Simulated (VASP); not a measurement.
# KCdCO3F (P-6m2) in VASP: further runs

The runs below take KCdCO3F through single point, relaxation of cell and atoms, with PBE.

Program: VASP 6.6.1. These are calculated values, not measurements. Logs are shortened: lines on timing, memory, paths and dates and some standing lists are left out, and cuts for length are marked.

### Step 1. The cell of the first run

It takes space group P-6m2 (No. 187, hexagonal). Conventional cell: a = 5.132 Å, b = 5.132 Å, c = 4.489 Å, α = 90.00°, β = 90.00°, γ = 120.00°. K (site symmetry -6m2) has 6 O at 2.80 Å and 3 F at 2.96 Å and 6 Cd at 3.72 Å and 6 C at 3.72 Å within 3.8 Å. Cd (site symmetry -6m2) has 2 F at 2.24 Å and 6 O at 2.57 Å and 3 C at 2.96 Å within 3.0 Å. C (site symmetry -6m2) has 3 O at 1.29 Å within 1.7 Å. Within 1.7 Å of O (site symmetry mm2) lie 1 C at 1.29 Å. F (site symmetry -6m2) has 2 Cd at 2.24 Å and 3 K at 2.96 Å within 3.0 Å.

### Step 2. Single point, PBE

The input, INCAR:

```
PREC     = Accurate       # precision mode
ENCUT    = 520            # plane-wave cutoff, eV
EDIFF    = 1E-6           # SCF threshold, eV
ISMEAR   = 0              # smearing method
SIGMA    = 0.02           # smearing width, eV
LREAL    = F              # projectors in reciprocal space
LASPH    = T              # aspherical terms in the spheres
NELM     = 60             # most SCF steps
ALGO     = Normal         # electronic algorithm
ISIF     = 2              # what is computed and relaxed
LWAVE    = F              # write WAVECAR
LCHARG   = F              # write CHGCAR
GGA      = PE             # functional
NBANDS   = 34             # bands
```

The input, KPOINTS:

```
Automatic mesh
0
Gamma
  6 6 6
```

The input, POSCAR:

```
KCdCO3F
1.0
    5.1321930659      0.0000000000      0.0000000000
   -2.5660965329      4.4446095722      0.0000000000
    0.0000000000      0.0000000000      4.4893336311
K Cd C O F
1 1 1 3 1
Direct
    0.0000000000      0.0000000000      0.0000000000
    0.6666666667      0.3333333333      0.5000000000
    0.3333333333      0.6666666667      0.5000000000
    0.1878708457      0.3757416913      0.5000000000
    0.1878708457      0.8121291543      0.5000000000
    0.6242583087      0.8121291543      0.5000000000
    0.6666666667      0.3333333333      0.0000000000
```

Potentials or basis: VASP PAW PBE potentials, release 64 (K_sv, Cd, C, O, F).

Command:

```
$ cat potpaw_PBE.64/K_sv/POTCAR potpaw_PBE.64/Cd/POTCAR potpaw_PBE.64/C/POTCAR potpaw_PBE.64/O/POTCAR potpaw_PBE.64/F/POTCAR > POTCAR
$ mpirun -np 1 vasp_std > vasp.out
```

OUTCAR:

```text
PREC = Accurate
   ENCUT = 520
   EDIFF = 1E-6
   ISMEAR = 0
   LREAL = F
   LASPH = T
   NELM = 60
   ISIF = 2
   GGA = PE

 ion  position               nearest neighbor table
   1  0.000  0.000  0.000-   4 2.80   4 2.80   6 2.80   6 2.80   5 2.80   5 2.80   2 3.72   2 3.72
                             2 3.72   2 3.72   2 3.72   2 3.72
   2  0.667  0.333  0.500-   7 2.24   7 2.24   6 2.57   6 2.57   4 2.57   4 2.57   5 2.57   5 2.57
                             1 3.72   1 3.72   1 3.72   1 3.72   1 3.72   1 3.72
   3  0.333  0.667  0.500-   5 1.29   4 1.29   6 1.29
   4  0.188  0.376  0.500-   3 1.29   2 2.57   2 2.57   1 2.80   1 2.80
   5  0.188  0.812  0.500-   3 1.29   2 2.57   2 2.57   1 2.80   1 2.80
   6  0.624  0.812  0.500-   3 1.29   2 2.57   2 2.57   1 2.80   1 2.80
   7  0.667  0.333  0.000-   2 2.24   2 2.24

  LATTYP: Found a hexagonal cell.
 ALAT       =     5.1321930659
 C/A-ratio  =     0.8747398185

  Lattice vectors:

 A1 = (   5.1321930659,   0.0000000000,   0.0000000000)
 A2 = (  -2.5660965329,   4.4446095722,   0.0000000000)
 A3 = (   0.0000000000,   0.0000000000,   4.4893336311)

Analysis of symmetry for initial positions (statically):
=====================================================================
 Subroutine PRICEL returns:
 Original cell was already a primitive cell.

 Routine SETGRP: Setting up the symmetry group for a
 hexagonal supercell.

 Subroutine GETGRP returns: Found 12 space group operations
 (whereof 12 operations were pure point group operations)
 out of a pool of 24 trial point group operations.

The static configuration has the point symmetry D_3h.

Analysis of symmetry for dynamics (positions and initial velocities):
=====================================================================
 Subroutine PRICEL returns:
 Original cell was already a primitive cell.

 Routine SETGRP: Setting up the symmetry group for a
 hexagonal supercell.

 Subroutine GETGRP returns: Found 12 space group operations
 (whereof 12 operations were pure point group operations)
 out of a pool of 24 trial point group operations.

The dynamic configuration has the point symmetry D_3h.

 Subroutine INISYM returns: Found 12 space group operations
 (whereof 12 operations are pure point group operations),
 and found     1 'primitive' translations

----------------------------------------------------------------------------------------

                                     Primitive cell

  volume of cell :     102.4044

  direct lattice vectors                    reciprocal lattice vectors
     5.132193066  0.000000000  0.000000000     0.194848477  0.112495820  0.000000000
    -2.566096533  4.444609572  0.000000000     0.000000000  0.224991641  0.000000000
     0.000000000  0.000000000  4.489333631     0.000000000  0.000000000  0.222750208

  length of vectors
     5.132193066  5.132193066  4.489333631     0.224991641  0.224991641  0.222750208

  position of ions in fractional coordinates (direct lattice)
     0.000000000  0.000000000  0.000000000
     0.666666667  0.333333333  0.500000000
     0.333333333  0.666666667  0.500000000
     0.187870846  0.375741691  0.500000000
     0.187870846  0.812129154  0.500000000
     0.624258309  0.812129154  0.500000000
     0.666666667  0.333333333  0.000000000

  ion indices of the primitive-cell ions
   primitive index   ion index
                 1           1
                 2           2
                 3           3
                 4           4
                 5           5
                 6           6
                 7           7

----------------------------------------------------------------------------------------

 KPOINTS: Automatic mesh

Automatic generation of k-mesh.
 Grid dimensions read from file:
 generate k-points for:    6    6    6

 Generating k-lattice:

  Cartesian coordinates                     Fractional coordinates (reciprocal lattice)
     0.032474746  0.018749303  0.000000000     0.166666667  0.000000000  0.000000000
     0.000000000  0.037498607  0.000000000     0.000000000  0.166666667  0.000000000
     0.000000000  0.000000000  0.037125035     0.000000000  0.000000000  0.166666667

  Length of vectors
     0.037498607  0.037498607  0.037125035

  Shift w.r.t. Gamma in fractional coordinates (k-lattice)
     0.000000000  0.000000000  0.000000000

 Subroutine IBZKPT returns following result:
 ===========================================

 Found     28 irreducible k-points:

 Following reciprocal coordinates:
            Coordinates               Weight
  0.000000  0.000000  0.000000      1.000000
  0.166667 -0.000000  0.000000      6.000000
  0.333333  0.000000  0.000000      6.000000
  0.500000 -0.000000  0.000000      3.000000
  0.166667  0.166667  0.000000      6.000000
  0.333333  0.166667  0.000000     12.000000
[... 16 lines left out ...]
  0.166667 -0.000000  0.500000      6.000000
  0.333333  0.000000  0.500000      6.000000
 [... further k-points ...]
   k-points           NKPTS =     28   k-points in BZ     NKDIM =     28   number of bands    NBANDS=     34
   number of dos      NEDOS =    301   number of ions     NIONS =      7
   total plane-waves  NPLWV =  57600
   dimension x,y,z NGX =    40 NGY =   40 NGZ =   36
   dimension x,y,z NGXF=    80 NGYF=   80 NGZF=   72
   ions per type =               1   1   1   3   1
   NGX,Y,Z   is equivalent  to a cutoff of  12.96, 12.96, 13.33 a.u.
   NGXF,Y,Z  is equivalent  to a cutoff of  25.91, 25.91, 26.66 a.u.
 SYSTEM =  unknown system
   PREC   = accura    normal or accurate (medium, high low for compatibility)
   ISTART =      0    job   : 0-new  1-cont  2-samecut
   ICHARG =      2    charge: 1-file 2-atom 10-const
   ISPIN  =      1    spin polarized calculation?
   LNONCOLLINEAR =      F non collinear calculations
   LSORBIT =      F    spin-orbit coupling
   LASPH  =      T    aspherical Exc in radial PAW
   ENCUT  =  520.0 eV  38.22 Ry    6.18 a.u.   9.54  9.54  8.35*2*pi/ulx,y,z
   NELM   =     60;   NELMIN=  2; NELMDL= -5     # of ELM steps
   EDIFF  = 0.1E-05   stopping-criterion for ELM
   LREAL  =      F    real-space projection
   EDIFFG = 0.1E-04   stopping-criterion for IOM
   NSW    =      0    number of steps for IOM
   IBRION =     -1    ionic relax: 0-MD 1-quasi-New 2-CG
   NFREE  =      0    steps in history (QN), initial steepest desc. (CG)
   ISIF   =      2    stress and relaxation
   ISYM   =      2    0-nonsym 1-usesym 2-fastsym
   POTIM  = 0.5000    time-step for ionic-motion
   TEBEG  =    0.0;   TEEND  =   0.0 temperature during run
   PSTRESS=    0.0 pullay stress
   NELECT =      50.0000    total number of electrons
   NUPDOWN=      -1.0000    fix difference up-down
   EMIN   =  10.00;   EMAX   =-10.00  energy-range for DOS
   EFERMI =   0.00;   METHOD = LEGACY
   ISMEAR =     0;   SIGMA  =   0.02  broadening in eV -4-tet -1-fermi 0-gaus
   EFERMI_NEDOS =   21; number of points for ismear=-14 and -15
   IALGO  =     38    algorithm
   IMIX   =      4    mixing-type and parameters
     AMIX     =   0.40;   BMIX     =  1.00
     AMIX_MAG =   1.60;   BMIX_MAG =  1.00
  volume/ion in A,a.u.               =      14.63        98.72
  Fermi-wavevector in a.u.,A,eV,Ry     =   1.289116  2.436076 22.610435  1.661820
  Thomas-Fermi vector in A             =   2.421028
   LORBIT       =      0    0 simple, 1 ext, 2 COOP (PROOUT), +10 PAW based schemes
   GGA     = PE    functional components
   LHFCALC =     F    Hartree Fock is set to
   AEXX    =    0.0000 exact exchange contribution
   IVDW    =     0    specifies the selected vdW correction
   LEPSILON=     F    determine dielectric tensor
   LRPA    =     F    only Hartree local field effects (RPA)
 non-spin polarized calculation
 Gauss-broadening in eV      SIGMA  =   0.02
  energy-cutoff  :      520.00
  volume of cell :      102.40
 maximum number of plane-waves:      2813
 NGX is ok and might be reduce to    40
   NGX = 19   NGY = 19   NGZ = 17

 number of electron      50.0000003 magnetization

 Free energy of the ion-electron system (eV)
  ---------------------------------------------------
  ext. energy  EPLUGINS =         0.00000000
  ---------------------------------------------------
  free energy    TOTEN  =       -39.82322529 eV

  energy without entropy =      -39.82322529  energy(sigma->0) =      -39.82322529

 E-fermi :   0.1106     XC(G=0):  -9.2192

 val. band max:       -0.0830383008   @ k =   0.0000   0.0000   0.5000
 cond. band min:       1.6672475874   @ k =   0.0000   0.0000   0.0000
 fundamental gap:      1.7502858882
 Fermi energy:         0.1105580439

 k-point     1 :       0.0000    0.0000    0.0000
  band No.  band energies     occupation
      1     -27.8406      2.00000
      2     -21.9139      2.00000
      3     -21.7077      2.00000
      4     -18.6311      2.00000
      5     -18.6311      2.00000
      6     -11.3885      2.00000
[... 26 lines left out ...]
     33      10.2517      0.00000
     34      10.8397      0.00000

 k-point     2 :       0.1667   -0.0000    0.0000
  band No.  band energies     occupation
      1     -27.8398      2.00000
      2     -21.8990      2.00000
      3     -21.7127      2.00000
      4     -18.6550      2.00000
      5     -18.6302      2.00000
      6     -11.3914      2.00000
[... 26 lines left out ...]
     33      10.1067      0.00000
     34      10.2762      0.00000

 k-point     3 :       0.3333    0.0000    0.0000
  band No.  band energies     occupation
      1     -27.8383      2.00000
      2     -21.8654      2.00000
      3     -21.7267      2.00000
      4     -18.7030      2.00000
      5     -18.6288      2.00000
      6     -11.3965      2.00000
[... 26 lines left out ...]
     33       9.9479      0.00000
     34      10.2626      0.00000
[... 704 lines left out ...]
 k-point    23 :       0.1667   -0.0000    0.5000
  band No.  band energies     occupation
      1     -27.8333      2.00000
      2     -21.8768      2.00000
      3     -21.6715      2.00000
      4     -18.6550      2.00000
      5     -18.6223      2.00000
      6     -11.4623      2.00000
[... 26 lines left out ...]
     33       9.9027      0.00000
     34      11.1542      0.00000

 k-point    24 :       0.3333    0.0000    0.5000
  band No.  band energies     occupation
      1     -27.8322      2.00000
      2     -21.8464      2.00000
      3     -21.6746      2.00000
      4     -18.7188      2.00000
      5     -18.6206      2.00000
      6     -11.4079      2.00000
[... 26 lines left out ...]
     33      10.1657      0.00000
     34      10.5390      0.00000

 [... further k-points ...]
[... 5 lines left out ...]
  --------------------------------------------------------------------------------------
  -------------------------------------------------------------------------------------
  Total        0.6043091      0.6043091      0.2171714      0.0000000      0.0000000      0.0000000
  in kB        9.4547750      9.4547750      3.3977758      0.0000000      0.0000000      0.0000000
  external PRESSURE =       7.4357753 kB  Pullay stress =       0.0000000 kB

 VOLUME and BASIS-vectors are now :
 -----------------------------------------------------------------------------
  energy-cutoff  :      520.00
  volume of cell :      102.40
      direct lattice vectors                 reciprocal lattice vectors
     5.132193066  0.000000000  0.000000000     0.194848477  0.112495820  0.000000000
    -2.566096533  4.444609572  0.000000000     0.000000000  0.224991641  0.000000000
     0.000000000  0.000000000  4.489333631     0.000000000  0.000000000  0.222750208

 POSITION                                       TOTAL-FORCE (eV/Angst)
 -----------------------------------------------------------------------------------
      0.00000      0.00000      0.00000        -0.000000     -0.000000     -0.000000
      2.56610      1.48154      2.24467        -0.000000     -0.000000     -0.000000
     -0.00000      2.96307      2.24467        -0.000000     -0.000000     -0.000000
      0.00000      1.67003      2.24467        -0.000000     -0.263654     -0.000000
     -1.11981      3.60960      2.24467        -0.228331      0.131827      0.000000
      1.11981      3.60960      2.24467         0.228331      0.131827      0.000000
      2.56610      1.48154      0.00000         0.000000     -0.000000     -0.000000
 -----------------------------------------------------------------------------------
    total drift:                               -0.000003      0.000002     -0.000000

  FREE ENERGIE OF THE ION-ELECTRON SYSTEM (eV)
  ---------------------------------------------------
  free  energy   TOTEN  =       -39.8232252860 eV

  energy  without entropy=      -39.8232252860  energy(sigma->0) =      -39.82322529
```

Run time: 88 s. Hardware: 1 thread of Intel Xeon Platinum 8488C (Sapphire Rapids), shared host; peak memory 0.29 GiB.

Results:

```yaml
Free_energy: -39.8232 eV
Pressure: 0.7 GPa
Largest_force: 0.264 eV/Å
Band_gap_on_the_k_mesh: 1.75 eV
```

Forces on the atoms (eV/Å):
```
K    0.000  0.000  0.000
Cd   0.000  0.000  0.000
C    0.000  0.000  0.000
O    0.000 -0.264  0.000
O   -0.228  0.132  0.000
O    0.228  0.132  0.000
F    0.000  0.000  0.000
```

Stress tensor (GPa, compression positive):
```
0.95 0.00 0.00
0.00 0.95 0.00
0.00 0.00 0.34
```

Levels at points of the mesh, in eV from the valence-band top:
```tsv
k point	band 22	band 23	band 24	band 25	band 26	band 27	band 28	band 29
(0.00, 0.00, 0.00)	-1.75	-1.44	-1.44	0.00	1.75	5.81	6.25	8.86
(0.50, 0.00, 0.00)	-1.91	-1.42	-1.40	-0.15	3.91	5.87	6.06	8.40
(0.00, 0.00, 0.50)	-1.90	-1.37	-1.37	0.00	3.93	5.10	6.31	9.03
(0.50, 0.00, 0.50)	-1.67	-1.40	-1.34	-0.15	5.36	5.96	6.87	7.69
```

A k mesh can miss the band edges.

(Continued in part 2 of 2.)
